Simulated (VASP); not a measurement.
# CuI (Marshite) (R-3m) in VASP: single point with PBEsol

Aim: the single point of CuI (Marshite) with PBEsol.

Everything below comes from runs of VASP 6.6.1. Logs are shortened: lines on timing, memory, paths and dates and some standing lists are left out, and cuts for length are marked.

## Step 1: The cell of the first run

Symmetry: R-3m, No. 166, trigonal system. The conventional cell has a = 4.155 Å, b = 4.155 Å, c = 20.480 Å, α = 90.00°, β = 90.00°, γ = 120.00°. Within 3.3 Å of Cu (site symmetry 3m) lie 4 I at 2.52 to 2.65 Å and 3 Cu at 2.85 Å. Within 3.5 Å of I (site symmetry -3m) lie 2 Cu at 2.65 Å. I (site symmetry -3m) has 6 Cu at 2.52 Å within 3.3 Å.

## Step 2: Single point, PBEsol

INCAR

```
SYSTEM = CuI
PREC = Accurate ; ENCUT = 520
EDIFF = 1E-6 ; ISMEAR = -1
SIGMA = 0.05 ; LREAL = .False.
LASPH = .True. ; NELM = 80
ALGO = Normal ; ISIF = 2
LWAVE = .False. ; LCHARG = .False.
GGA = PS ; NBANDS = 26
```

KPOINTS

```
Automatic mesh
0
Gamma
  6 6 6
  0 0 0
```

POSCAR

```
CuI
1.0
    2.0775000000      1.1994451800      6.8266666700
   -2.0775000000      1.1994451800      6.8266666700
    0.0000000000     -2.3988903700      6.8266666700
Cu I
2 2
Direct
    0.1293000000      0.1293000000      0.1293000000
    0.8707000000      0.8707000000      0.8707000000
    0.0000000000      0.0000000000      0.0000000000
    0.5000000000      0.5000000000      0.5000000000
```

Potentials or basis: VASP PAW PBE potentials, release 64 (Cu, I).

Run with:

```
$ cat potpaw_PBE.64/Cu/POTCAR potpaw_PBE.64/I/POTCAR > POTCAR
$ mpirun -np 1 vasp_std > vasp.out
```

OUTCAR:

```text
SYSTEM = CuI
   PREC = Accurate
   ENCUT = 520
   EDIFF = 1E-6
   ISMEAR = -1
   LREAL = .False.
   LASPH = .True.
   NELM = 80
   ISIF = 2
   GGA = PS

 ion  position               nearest neighbor table
   1  0.129  0.129  0.129-   4 2.52   4 2.52   4 2.52   3 2.65
   2  0.871  0.871  0.871-   4 2.52   4 2.52   4 2.52   3 2.65
   3  0.000  0.000  0.000-   1 2.65   2 2.65
   4  0.500  0.500  0.500-   1 2.52   2 2.52   1 2.52   1 2.52   2 2.52   2 2.52

  LATTYP: Found a trigonal (rhomboedric) cell.
 ALAT       =     7.2358864566
 COS(alpha) =     0.8351349597

  Lattice vectors:

 A1 = (   2.0775000000,   1.1994451800,   6.8266666700)
 A2 = (  -2.0775000000,   1.1994451800,   6.8266666700)
 A3 = (   0.0000000000,  -2.3988903700,   6.8266666700)

Analysis of symmetry for initial positions (statically):
=====================================================================
 Subroutine PRICEL returns:
 Original cell was already a primitive cell.

 Routine SETGRP: Setting up the symmetry group for a
 trigonal (rhombohedral) supercell.

 Subroutine GETGRP returns: Found 12 space group operations
 (whereof 12 operations were pure point group operations)
 out of a pool of 12 trial point group operations.

The static configuration has the point symmetry D_3d.

Analysis of symmetry for dynamics (positions and initial velocities):
=====================================================================
 Subroutine PRICEL returns:
 Original cell was already a primitive cell.

 Routine SETGRP: Setting up the symmetry group for a
 trigonal (rhombohedral) supercell.

 Subroutine GETGRP returns: Found 12 space group operations
 (whereof 12 operations were pure point group operations)
 out of a pool of 12 trial point group operations.

The dynamic configuration has the point symmetry D_3d.

 Subroutine INISYM returns: Found 12 space group operations
 (whereof 12 operations are pure point group operations),
 and found     1 'primitive' translations

----------------------------------------------------------------------------------------

                                     Primitive cell

  volume of cell :     102.0661

  direct lattice vectors                    reciprocal lattice vectors
     2.077500000  1.199445180  6.826666670     0.240673887  0.138953133  0.048828125
    -2.077500000  1.199445180  6.826666670    -0.240673887  0.138953133  0.048828125
     0.000000000 -2.398890370  6.826666670     0.000000000 -0.277906267  0.048828125

  length of vectors
     7.235886457  7.235886457  7.235886458     0.282163213  0.282163213  0.282163213

  position of ions in fractional coordinates (direct lattice)
     0.129300000  0.129300000  0.129300000
     0.870700000  0.870700000  0.870700000
     0.000000000  0.000000000  0.000000000
     0.500000000  0.500000000  0.500000000

  ion indices of the primitive-cell ions
   primitive index   ion index
                 1           1
                 2           2
                 3           3
                 4           4

----------------------------------------------------------------------------------------

 KPOINTS: Automatic mesh

Automatic generation of k-mesh.
 Grid dimensions read from file:
 generate k-points for:    6    6    6

 Generating k-lattice:

  Cartesian coordinates                     Fractional coordinates (reciprocal lattice)
     0.040112314  0.023158856  0.008138021     0.166666667  0.000000000  0.000000000
    -0.040112314  0.023158856  0.008138021     0.000000000  0.166666667  0.000000000
     0.000000000 -0.046317711  0.008138021     0.000000000  0.000000000  0.166666667

  Length of vectors
     0.047027202  0.047027202  0.047027202

  Shift w.r.t. Gamma in fractional coordinates (k-lattice)
     0.000000000  0.000000000  0.000000000

 Subroutine IBZKPT returns following result:
 ===========================================

 Found     32 irreducible k-points:

 Following reciprocal coordinates:
            Coordinates               Weight
  0.000000  0.000000  0.000000      1.000000
  0.166667 -0.000000 -0.000000      6.000000
  0.333333 -0.000000 -0.000000      6.000000
  0.500000 -0.000000 -0.000000      3.000000
  0.166667  0.166667 -0.000000      6.000000
  0.333333  0.166667  0.000000     12.000000
[... 16 lines left out ...]
  0.500000  0.500000  0.166667      6.000000
 -0.333333  0.500000  0.166667     12.000000
 [... further k-points ...]
   k-points           NKPTS =     32   k-points in BZ     NKDIM =     32   number of bands    NBANDS=     26
   number of dos      NEDOS =    301   number of ions     NIONS =      4
   total plane-waves  NPLWV = 157464
   dimension x,y,z NGX =    54 NGY =   54 NGZ =   54
   dimension x,y,z NGXF=   108 NGYF=  108 NGZF=  108
   ions per type =               2   2
   NGX,Y,Z   is equivalent  to a cutoff of  12.41, 12.41, 12.41 a.u.
   NGXF,Y,Z  is equivalent  to a cutoff of  24.81, 24.81, 24.81 a.u.
 SYSTEM =  CuI
   PREC   = accura    normal or accurate (medium, high low for compatibility)
   ISTART =      0    job   : 0-new  1-cont  2-samecut
   ICHARG =      2    charge: 1-file 2-atom 10-const
   ISPIN  =      1    spin polarized calculation?
   LNONCOLLINEAR =      F non collinear calculations
   LSORBIT =      F    spin-orbit coupling
   LASPH  =      T    aspherical Exc in radial PAW
   ENCUT  =  520.0 eV  38.22 Ry    6.18 a.u.  13.45 13.45 13.45*2*pi/ulx,y,z
   NELM   =     80;   NELMIN=  2; NELMDL= -5     # of ELM steps
   EDIFF  = 0.1E-05   stopping-criterion for ELM
   LREAL  =      F    real-space projection
   EDIFFG = 0.1E-04   stopping-criterion for IOM
   NSW    =      0    number of steps for IOM
   IBRION =     -1    ionic relax: 0-MD 1-quasi-New 2-CG
   NFREE  =      0    steps in history (QN), initial steepest desc. (CG)
   ISIF   =      2    stress and relaxation
   ISYM   =      2    0-nonsym 1-usesym 2-fastsym
   POTIM  = 0.5000    time-step for ionic-motion
   TEBEG  =    0.0;   TEEND  =   0.0 temperature during run
   PSTRESS=    0.0 pullay stress
   NELECT =      36.0000    total number of electrons
   NUPDOWN=      -1.0000    fix difference up-down
   EMIN   =  10.00;   EMAX   =-10.00  energy-range for DOS
   EFERMI =   0.00;   METHOD = LEGACY
   ISMEAR =    -1;   SIGMA  =   0.05  broadening in eV -4-tet -1-fermi 0-gaus
   EFERMI_NEDOS =   21; number of points for ismear=-14 and -15
   IALGO  =     38    algorithm
   IMIX   =      4    mixing-type and parameters
     AMIX     =   0.40;   BMIX     =  1.00
     AMIX_MAG =   1.60;   BMIX_MAG =  1.00
  volume/ion in A,a.u.               =      25.52       172.19
  Fermi-wavevector in a.u.,A,eV,Ry     =   1.156685  2.185818 18.203518  1.337921
  Thomas-Fermi vector in A             =   2.293303
   LORBIT       =      0    0 simple, 1 ext, 2 COOP (PROOUT), +10 PAW based schemes
   GGA     = PS    functional components
   LHFCALC =     F    Hartree Fock is set to
   AEXX    =    0.0000 exact exchange contribution
   IVDW    =     0    specifies the selected vdW correction
   LEPSILON=     F    determine dielectric tensor
   LRPA    =     F    only Hartree local field effects (RPA)
 non-spin polarized calculation
  energy-cutoff  :      520.00
  volume of cell :      102.07
 maximum number of plane-waves:      2782
 NGX is ok and might be reduce to    54
   NGX = 27   NGY = 27   NGZ = 27

 number of electron      35.9999994 magnetization

 Free energy of the ion-electron system (eV)
  ---------------------------------------------------
  ext. energy  EPLUGINS =         0.00000000
  ---------------------------------------------------
  free energy    TOTEN  =       -11.29528174 eV

  energy without entropy =      -11.29084952  energy(sigma->0) =      -11.29306563

 E-fermi :   5.0585     XC(G=0):  -9.5264

 val. band max:        4.9914687723   @ k =   0.1667   0.1667   0.1667
 cond. band min:       5.0819545656   @ k =   0.0000   0.0000   0.0000
 fundamental gap:      0.0904857933
 Fermi energy:         5.0585039363

 k-point     1 :       0.0000    0.0000    0.0000
  band No.  band energies     occupation
      1     -10.7506      2.00000
      2      -7.0990      2.00000
      3      -1.2062      2.00000
      4      -1.1913      2.00000
      5      -1.1913      2.00000
      6       0.8233      2.00000
[... 18 lines left out ...]
     25      12.3889      0.00000
     26      12.6809      0.00000

 k-point     2 :       0.1667   -0.0000   -0.0000
  band No.  band energies     occupation
      1     -10.6077      2.00000
      2      -7.0253      2.00000
      3      -1.7103      2.00000
      4      -1.1779      2.00000
      5      -0.9822      2.00000
      6       0.8490      2.00000
[... 18 lines left out ...]
     25      12.4838      0.00000
     26      12.6541      0.00000

 k-point     3 :       0.3333   -0.0000   -0.0000
  band No.  band energies     occupation
      1     -10.2878      2.00000
      2      -6.8758      2.00000
      3      -2.6689      2.00000
      4      -1.1489      2.00000
      5      -0.4049      2.00000
      6       0.8620      2.00000
[... 18 lines left out ...]
     25      12.1754      0.00000
     26      12.3155      0.00000

 k-point     4 :       0.5000   -0.0000   -0.0000
  band No.  band energies     occupation
      1     -10.1056      2.00000
      2      -6.8022      2.00000
      3      -3.1224      2.00000
      4      -1.1332      2.00000
      5       0.0679      2.00000
      6       0.7387      2.00000
[... 18 lines left out ...]
     25      12.6544      0.00000
     26      13.0389      0.00000

 k-point     5 :       0.1667    0.1667   -0.0000
  band No.  band energies     occupation
      1     -10.6068      2.00000
      2      -7.0292      2.00000
      3      -1.7382      2.00000
      4      -1.1781      2.00000
      5      -0.9319      2.00000
      6       0.8447      2.00000
[... 18 lines left out ...]
     25      12.3385      0.00000
     26      12.6601      0.00000

 k-point     6 :       0.3333    0.1667    0.0000
  band No.  band energies     occupation
      1     -10.3727      2.00000
      2      -6.9143      2.00000
      3      -2.3480      2.00000
      4      -1.3684      2.00000
      5      -0.4863      2.00000
      6       0.8820      2.00000
[... 427 lines left out ...]
 k-point    21 :      -0.3333    0.3333    0.1667
  band No.  band energies     occupation
      1     -10.1096      2.00000
      2      -6.7897      2.00000
      3      -2.9293      2.00000
      4      -1.6051      2.00000
      5      -0.0505      2.00000
      6       0.9160      2.00000
[... 18 lines left out ...]
     25      12.5130      0.00000
     26      13.1795      0.00000

 k-point    22 :      -0.1667    0.3333    0.1667
  band No.  band energies     occupation
      1     -10.1118      2.00000
      2      -6.7824      2.00000
      3      -2.9086      2.00000
      4      -1.6179      2.00000
      5      -0.0648      2.00000
      6       0.9092      2.00000
[... 18 lines left out ...]
     25      12.3899      0.00000
     26      13.5495      0.00000

 k-point    23 :       0.5000    0.5000    0.1667
  band No.  band energies     occupation
      1     -10.2840      2.00000
      2      -6.8788      2.00000
      3      -2.7891      2.00000
      4      -1.1503      2.00000
      5      -0.3080      2.00000
      6       0.9332      2.00000
[... 18 lines left out ...]
     25      12.1088      0.00000
     26      13.2263      0.00000

 k-point    24 :      -0.3333    0.5000    0.1667
  band No.  band energies     occupation
      1     -10.1098      2.00000
      2      -6.7820      2.00000
      3      -2.9768      2.00000
      4      -1.5870      2.00000
      5      -0.0904      2.00000
      6       0.9727      2.00000
[... 18 lines left out ...]
     25      13.4236      0.00000
     26      13.4968      0.00000

 [... further k-points ...]
[... 5 lines left out ...]
  --------------------------------------------------------------------------------------
  -------------------------------------------------------------------------------------
  Total        4.5118795      4.5118795     -2.2027412      0.0000000      0.0000000      0.0000000
  in kB       70.8250177     70.8250176    -34.5774267      0.0000000      0.0000000      0.0000000
  external PRESSURE =      35.6908695 kB  Pullay stress =       0.0000000 kB

 VOLUME and BASIS-vectors are now :
 -----------------------------------------------------------------------------
  energy-cutoff  :      520.00
  volume of cell :      102.07
      direct lattice vectors                 reciprocal lattice vectors
     2.077500000  1.199445180  6.826666670     0.240673887  0.138953133  0.048828125
    -2.077500000  1.199445180  6.826666670    -0.240673887  0.138953133  0.048828125
     0.000000000 -2.398890370  6.826666670     0.000000000 -0.277906267  0.048828125

 POSITION                                       TOTAL-FORCE (eV/Angst)
 -----------------------------------------------------------------------------------
      0.00000     -0.00000      2.64806         0.000000      0.000000     -0.943302
      0.00000     -0.00000     17.83194         0.000000     -0.000000      0.943302
      0.00000      0.00000      0.00000         0.000000      0.000000      0.000000
      0.00000     -0.00000     10.24000        -0.000000     -0.000000      0.000000
 -----------------------------------------------------------------------------------
    total drift:                                0.000000     -0.000000      0.000000

  FREE ENERGIE OF THE ION-ELECTRON SYSTEM (eV)
  ---------------------------------------------------
  free  energy   TOTEN  =       -11.2952817397 eV

  energy  without entropy=      -11.2908495156  energy(sigma->0) =      -11.29306563
```

Run time: 3.2 min. Hardware: 1 thread of Intel Xeon Platinum 8488C (Sapphire Rapids), shared host; peak memory 0.42 GiB.

What came out:

```yaml
Free_energy: -11.2953 eV
Pressure: 3.6 GPa
Largest_force: 0.943 eV/Å
Band_gap_on_the_k_mesh: zero (band 18 reaches 5.08 eV, above the bottom of band 19 at 4.99 eV)
```

Forces in eV/Å, atoms in the order of the input:
```
Cu   0.000  0.000 -0.943
Cu   0.000  0.000  0.943
I    0.000  0.000  0.000
I    0.000  0.000  0.000
```

Levels at points of the mesh, in eV from the Fermi level:
```csv
k point,band 14,band 15,band 16,band 17,band 18,band 19,band 20,band 21,band 22,band 23
"(0.00, 0.00, 0.00)",-0.99,-0.99,-0.54,-0.49,0.02,0.02,2.65,2.65,3.67,5.86
"(0.50, 0.00, 0.00)",-2.79,-2.19,-2.17,-2.04,-0.70,1.07,4.30,4.64,5.23,6.07
"(0.50, 0.50, 0.00)",-2.61,-2.39,-2.02,-1.03,-0.45,0.24,1.81,4.86,5.12,6.43
"(0.50, 0.50, 0.50)",-1.95,-0.87,-0.87,-0.35,-0.35,0.14,3.10,3.10,4.42,5.30
```

Caveat: the PAW data sets were made with another functional, which shifts forces and pressure a little; spin-orbit coupling is left out, which moves the levels of the heavy elements; semilocal functionals often make such compounds metallic where correlation or magnetic order opens a gap, which also shifts bond lengths.
